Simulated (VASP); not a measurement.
A run of VASP 6.6.1 is set up as follows.

INCAR

```
ALGO = Normal
EDIFF = 1E-6
ENCUT = 520
GGA = PS
ISIF = 2
ISMEAR = 0
LASPH = T
LCHARG = F
LREAL = F
LWAVE = F
NBANDS = 16
NELM = 60
PREC = Accurate
SIGMA = 0.05
```

File KPOINTS:

```
k-points
0
Gamma
  9 9 6
```

POSCAR

```
MgO
1.0
    3.3034678116      0.0000000000      0.0000000000
   -1.6517339058      2.8608870454      0.0000000000
    0.0000000000      0.0000000000      5.0193879762
Mg O
2 2
Direct
    0.3333333333      0.6666666667     -0.0081359286
    0.6666666667      0.3333333333      0.4918640714
    0.3333333333      0.6666666667      0.4009416620
    0.6666666667      0.3333333333      0.9009416620
```

Potentials or basis: VASP PAW PBE potentials, release 64 (Mg, O).

Launch:

```sh
$ cat potpaw_PBE.64/Mg/POTCAR potpaw_PBE.64/O/POTCAR > POTCAR
$ mpirun -np 1 vasp_std > vasp.out
```

Question: Estimate the pressure.

Answer: -0.4 GPa.

Question: Estimate the largest force.

Answer: 0.324 eV/Å.

Question: What does it give for the band gap on the k mesh?

Answer: 3.27 eV, direct.

Stress tensor (GPa, compression positive):
```
 1.37  0.00  0.00
 0.00  1.37  0.00
 0.00  0.00 -4.08
```

Caveat: the PAW data sets were made with another functional, which shifts forces and pressure a little. A k mesh can miss the band edges.
